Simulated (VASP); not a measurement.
# AlN (P6_3/mmc) in VASP: further runs, part 2 of 2

VASP 6.6.1. Earlier steps stand in the parts before.

## Step 3: Single point, r2SCAN

This run uses another cell than the first one, of 10.54 Å³/atom, 1.019 times its volume.

Input file POSCAR:

```
AlN
1.0
    3.3770756797      0.0000000000      0.0000000000
   -1.6885378398      2.9246333291      0.0000000000
    0.0000000000      0.0000000000      4.2696929295
Al N
2 2
Direct
    0.6666666667      0.3333333333      0.2500000000
    0.3333333333      0.6666666667      0.7500000000
    0.6666666667      0.3333333333      0.7500000000
    0.3333333333      0.6666666667      0.2500000000
```

Input file INCAR.step1:

```
  ALGO = Normal
  EDIFF = 1E-4
  ENCUT = 520
  GGA = PE
  ISMEAR = -1
  LASPH = T
  LCHARG = F
  LREAL = F
  LWAVE = T
  NBANDS = 16
  NELM = 80
  PREC = Accurate
  SIGMA = 0.05
```

Input file INCAR.step2:

```
  ALGO = Normal
  EDIFF = 1E-6
  ENCUT = 520
  ISIF = 2
  ISMEAR = -1
  ISTART = 1
  LASPH = T
  LCHARG = T
  LELF = T
  LMIXTAU = T
  LREAL = F
  LVHAR = T
  LWAVE = F
  METAGGA = R2SCAN
  NBANDS = 16
  NELM = 80
  PREC = Accurate
  SIGMA = 0.05
```

Input file KPOINTS:

```
k-points
0
Gamma
  9 9 7
```

Potentials or basis: VASP PAW PBE potentials, release 64 (Al, N).

Run with:

```bash
cat potpaw_PBE.64/Al/POTCAR potpaw_PBE.64/N/POTCAR > POTCAR
cp INCAR.step1 INCAR
mpirun -np 1 vasp_std > vasp.out
cp INCAR.step2 INCAR
mpirun -np 1 vasp_std > vasp.out
```

OUTCAR:

```text
EDIFF = 1E-6
   ENCUT = 520
   ISIF = 2
   ISMEAR = -1
   ISTART = 1
   LASPH = T
   LREAL = F
   METAGGA = R2SCAN
   NELM = 80
   PREC = Accurate

 ion  position               nearest neighbor table
   1  0.667  0.333  0.250-   4 1.95   4 1.95   4 1.95   3 2.13   3 2.13   2 2.89   2 2.89   2 2.89
                             2 2.89   2 2.89   2 2.89
   2  0.333  0.667  0.750-   3 1.95   3 1.95   3 1.95   4 2.13   4 2.13   1 2.89   1 2.89   1 2.89
                             1 2.89   1 2.89   1 2.89
   3  0.667  0.333  0.750-   2 1.95   2 1.95   2 1.95   1 2.13   1 2.13
   4  0.333  0.667  0.250-   1 1.95   1 1.95   1 1.95   2 2.13   2 2.13

  LATTYP: Found a hexagonal cell.
 ALAT       =     3.3770756797
 C/A-ratio  =     1.2643166261

  Lattice vectors:

 A1 = (   3.3770756797,   0.0000000000,   0.0000000000)
 A2 = (  -1.6885378398,   2.9246333291,   0.0000000000)
 A3 = (   0.0000000000,   0.0000000000,   4.2696929295)

Analysis of symmetry for initial positions (statically):
=====================================================================
 Subroutine PRICEL returns:
 Original cell was already a primitive cell.

 Routine SETGRP: Setting up the symmetry group for a
 hexagonal supercell.

 Subroutine GETGRP returns: Found 24 space group operations
 (whereof 12 operations were pure point group operations)
 out of a pool of 24 trial point group operations.

The static configuration has the point symmetry D_3d.
 The point group associated with its full space group is D_6h.

Analysis of symmetry for dynamics (positions and initial velocities):
=====================================================================
 Subroutine PRICEL returns:
 Original cell was already a primitive cell.

 Routine SETGRP: Setting up the symmetry group for a
 hexagonal supercell.

 Subroutine GETGRP returns: Found 24 space group operations
 (whereof 12 operations were pure point group operations)
 out of a pool of 24 trial point group operations.

The dynamic configuration has the point symmetry D_3d.
 The point group associated with its full space group is D_6h.

 Subroutine INISYM returns: Found 24 space group operations
 (whereof 12 operations are pure point group operations),
 and found     1 'primitive' translations

----------------------------------------------------------------------------------------

                                     Primitive cell

  volume of cell :      42.1705

  direct lattice vectors                    reciprocal lattice vectors
     3.377075680  0.000000000  0.000000000     0.296114181  0.170961602  0.000000000
    -1.688537840  2.924633329  0.000000000     0.000000000  0.341923205  0.000000000
     0.000000000  0.000000000  4.269692929     0.000000000  0.000000000  0.234208880

  length of vectors
     3.377075680  3.377075680  4.269692929     0.341923205  0.341923205  0.234208880

  position of ions in fractional coordinates (direct lattice)
     0.666666667  0.333333333  0.250000000
     0.333333333  0.666666667  0.750000000
     0.666666667  0.333333333  0.750000000
     0.333333333  0.666666667  0.250000000

  ion indices of the primitive-cell ions
   primitive index   ion index
                 1           1
[... 29 lines left out ...]

 Following reciprocal coordinates:
            Coordinates               Weight
  0.000000  0.000000  0.000000      1.000000
  0.111111  0.000000  0.000000      6.000000
  0.222222  0.000000  0.000000      6.000000
  0.333333  0.000000  0.000000      6.000000
  0.444444  0.000000  0.000000      6.000000
  0.111111  0.111111  0.000000      6.000000
[... 16 lines left out ...]
  0.333333  0.222222  0.142857     24.000000
  0.333333  0.333333  0.142857      4.000000
 [... further k-points ...]
   k-points           NKPTS =     48   k-points in BZ     NKDIM =     48   number of bands    NBANDS=     16
   number of dos      NEDOS =    301   number of ions     NIONS =      4
   total plane-waves  NPLWV =  25088
   dimension x,y,z NGX =    28 NGY =   28 NGZ =   32
   dimension x,y,z NGXF=    56 NGYF=   56 NGZF=   64
   ions per type =               2   2
   NGX,Y,Z   is equivalent  to a cutoff of  13.78, 13.78, 12.46 a.u.
   NGXF,Y,Z  is equivalent  to a cutoff of  27.57, 27.57, 24.92 a.u.
 SYSTEM =  unknown system
   PREC   = accura    normal or accurate (medium, high low for compatibility)
   ISTART =      1    job   : 0-new  1-cont  2-samecut
   ICHARG =      0    charge: 1-file 2-atom 10-const
   ISPIN  =      1    spin polarized calculation?
   LNONCOLLINEAR =      F non collinear calculations
   LSORBIT =      F    spin-orbit coupling
   LASPH  =      T    aspherical Exc in radial PAW
   ENCUT  =  520.0 eV  38.22 Ry    6.18 a.u.   6.28  6.28  7.94*2*pi/ulx,y,z
   NELM   =     80;   NELMIN=  2; NELMDL=  0     # of ELM steps
   EDIFF  = 0.1E-05   stopping-criterion for ELM
   LREAL  =      F    real-space projection
   EDIFFG = 0.1E-04   stopping-criterion for IOM
   NSW    =      0    number of steps for IOM
   IBRION =     -1    ionic relax: 0-MD 1-quasi-New 2-CG
   NFREE  =      0    steps in history (QN), initial steepest desc. (CG)
   ISIF   =      2    stress and relaxation
   ISYM   =      2    0-nonsym 1-usesym 2-fastsym
   POTIM  = 0.5000    time-step for ionic-motion
   TEBEG  =    0.0;   TEEND  =   0.0 temperature during run
   PSTRESS=    0.0 pullay stress
   NELECT =      16.0000    total number of electrons
   NUPDOWN=      -1.0000    fix difference up-down
   EMIN   =  10.00;   EMAX   =-10.00  energy-range for DOS
   EFERMI =   0.00;   METHOD = LEGACY
   ISMEAR =    -1;   SIGMA  =   0.05  broadening in eV -4-tet -1-fermi 0-gaus
   EFERMI_NEDOS =   21; number of points for ismear=-14 and -15
   IALGO  =     38    algorithm
   IMIX   =      4    mixing-type and parameters
     AMIX     =   0.40;   BMIX     =  1.00
     AMIX_MAG =   1.60;   BMIX_MAG =  1.00
  volume/ion in A,a.u.               =      10.54        71.15
  Fermi-wavevector in a.u.,A,eV,Ry     =   1.185164  2.239636 19.110937  1.404614
  Thomas-Fermi vector in A             =   2.321364
   LORBIT       =      0    0 simple, 1 ext, 2 COOP (PROOUT), +10 PAW based schemes
   METAGGA = R2SCAN    functional components
   LHFCALC =     F    Hartree Fock is set to
   AEXX    =    0.0000 exact exchange contribution
   IVDW    =     0    specifies the selected vdW correction
   LEPSILON=     F    determine dielectric tensor
   LRPA    =     F    only Hartree local field effects (RPA)
 non-spin polarized calculation
  energy-cutoff  :      520.00
  volume of cell :       42.17
 maximum number of plane-waves:      1150
 NGX is ok and might be reduce to    28
   NGX = 13   NGY = 13   NGZ = 15

 number of electron      15.9999998 magnetization

 Free energy of the ion-electron system (eV)
  ---------------------------------------------------
  ext. energy  EPLUGINS =         0.00000000
  ---------------------------------------------------
  free energy    TOTEN  =       -37.82833363 eV

  energy without entropy =      -37.82833363  energy(sigma->0) =      -37.82833363

 E-fermi :   8.0533     XC(G=0): -11.4307

 val. band max:        7.1287048039   @ k =   0.0000   0.0000   0.0000
 cond. band min:      10.5261280913   @ k =   0.0000   0.0000   0.0000
 fundamental gap:      3.3974232874
 Fermi energy:         8.0532810219

 k-point     1 :       0.0000    0.0000    0.0000
  band No.  band energies     occupation
      1     -10.0736      2.00000
      2      -6.7381      2.00000
      3       0.4250      2.00000
      4       3.8847      2.00000
      5       3.8847      2.00000
      6       5.5355      2.00000
[... 433 lines left out ...]
      3       0.7699      2.00000
      4       1.8155      2.00000
      5       1.8155      2.00000
      6       4.2976      2.00000
[... 8 lines left out ...]
     15      18.8391      0.00000
     16      20.4611      0.00000

 [... further k-points ...]

------------------------ aborting loop because EDIFF is reached ----------------------------------------

  FORCE on cell =-STRESS in cart. coord.  units (eV):
  Direction    XX          YY          ZZ          XY          YZ          ZX
  --------------------------------------------------------------------------------------
  -------------------------------------------------------------------------------------
  Total       -4.4463380     -4.4463380     -3.9630783     -0.0000000      0.0000000      0.0000000
  in kB     -168.9289958   -168.9289958   -150.5685877     -0.0000000      0.0000000      0.0000000
  external PRESSURE =    -162.8088598 kB  Pullay stress =       0.0000000 kB

 VOLUME and BASIS-vectors are now :
 -----------------------------------------------------------------------------
  energy-cutoff  :      520.00
  volume of cell :       42.17
      direct lattice vectors                 reciprocal lattice vectors
     3.377075680  0.000000000  0.000000000     0.296114181  0.170961602  0.000000000
    -1.688537840  2.924633329  0.000000000     0.000000000  0.341923205  0.000000000
     0.000000000  0.000000000  4.269692929     0.000000000  0.000000000  0.234208880

 POSITION                                       TOTAL-FORCE (eV/Angst)
 -----------------------------------------------------------------------------------
      1.68854      0.97488      1.06742         0.000000     -0.000000      0.000000
     -0.00000      1.94976      3.20227        -0.000000      0.000000      0.000000
      1.68854      0.97488      3.20227         0.000000      0.000000      0.000000
     -0.00000      1.94976      1.06742         0.000000     -0.000000      0.000000
 -----------------------------------------------------------------------------------
    total drift:                               -0.000000      0.000000     -0.000000

  FREE ENERGIE OF THE ION-ELECTRON SYSTEM (eV)
  ---------------------------------------------------
  free  energy   TOTEN  =       -37.8283336277 eV

  energy  without entropy=      -37.8283336276  energy(sigma->0) =      -37.82833363
```

It took 73 s on 1 thread of Intel Xeon Platinum 8375C at 2.90GHz (Ice Lake), shared host; peak memory 0.17 GiB.

What came out:

```yaml
Free_energy: -37.8283 eV
Pressure: -16.3 GPa
Band_gap_on_the_k_mesh: 3.40 eV, direct
```

Caveat: the PAW data sets were made with another functional, which shifts forces and pressure a little. r2SCAN opens gaps a little over a GGA but as a rule still falls short of measured ones.
